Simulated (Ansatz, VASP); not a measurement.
# Hg: VASP beside Ansatz

The input INCAR:

```
PREC     = Accurate       # precision mode
ENCUT    = 520            # plane-wave cutoff, eV
EDIFF    = 1E-7           # SCF threshold, eV
ISMEAR   = -1             # smearing method
SIGMA    = 0.05           # smearing width, eV
LREAL    = False          # projectors in reciprocal space
LASPH    = True           # aspherical terms in the spheres
NELM     = 80             # most SCF steps
ALGO     = Normal         # electronic algorithm
ISIF     = 2              # what is computed and relaxed
LWAVE    = False          # write WAVECAR
LCHARG   = False          # write CHGCAR
GGA      = PS             # functional
NBANDS   = 25             # bands
```

Contents of KPOINTS:

```
Automatic mesh
0
Gamma
  8 8 9
```

POSCAR

```
Hg
1.0
    4.5400020208      0.0000000000      0.0000000000
   -2.2700010104      3.9317570832      0.0000000000
    0.0000000000      0.0000000000      3.9087000000
Hg
3
Direct
    0.3333333333      0.6666666667      0.5000000000
    0.0000000000      0.0000000000      0.0000000000
    0.6666666667      0.3333333333      0.5000000000
```

Input for Ansatz:

```yaml
crystal:
  lattice:
    - [4.5400020208, 0.0, 0.0]
    - [-2.2700010104, 3.9317570832, 0.0]
    - [0.0, 0.0, 3.9087]
  atoms:
    - { symbol: Hg, position: [0.3333333333, 0.6666666667, 0.5] }
    - { symbol: Hg, position: [0.0, 0.0, 0.0] }
    - { symbol: Hg, position: [0.6666666667, 0.3333333333, 0.5] }
kpoints:
  mp_grid: { grid: [8, 8, 9] }
  band_path:
    path:
      - [0.0, 0.0, 0.0]
      - [0.5, 0.0, 0.0]
      - [0.3333333333, 0.3333333333, 0.0]
      - [0.0, 0.0, 0.0]
      - [0.0, 0.0, 0.5]
      - [0.5, 0.0, 0.5]
      - [0.3333333333, 0.3333333333, 0.5]
      - [0.0, 0.0, 0.5]
      - [0.5, 0.0, 0.5]
    npoints: 5
scf:
  occupations: { method: fermi_dirac, width: 0.05 }
hamiltonian:
  xc: pbesol
  pseudopotentials: { kind: all_electron, lapw: { basis_error: 0.0005 } }
output:
  forces: true
  stress: true
  eigenvalues: true
```

Change from the starting cell: zz strain of +1 %.

Alike in both runs: task single point; functional PBEsol; k mesh 8 × 8 × 9; occupations fermi-dirac, width 0.05 eV; no spin polarisation.

|  | VASP | Ansatz |
| --- | --- | --- |
| version | VASP 6.6.1 | Ansatz 0.2.0 |
| potentials or method | VASP PAW PBE potentials, release 64 (Hg), cutoff 520 eV | all-electron LAPW, scalar-relativistic |

```csv
,VASP,Ansatz,Ansatz less VASP
pressure (GPa),8.2,7.4,-0.80
"traceless stress, the component that is largest in VASP (GPa)",-8.83,-8.26,+0.568
```

VASP's potentials were made for PBE, not for PBEsol. Ansatz ran all-electron here, and VASP with PAW potentials.

Spin-orbit coupling is off throughout.
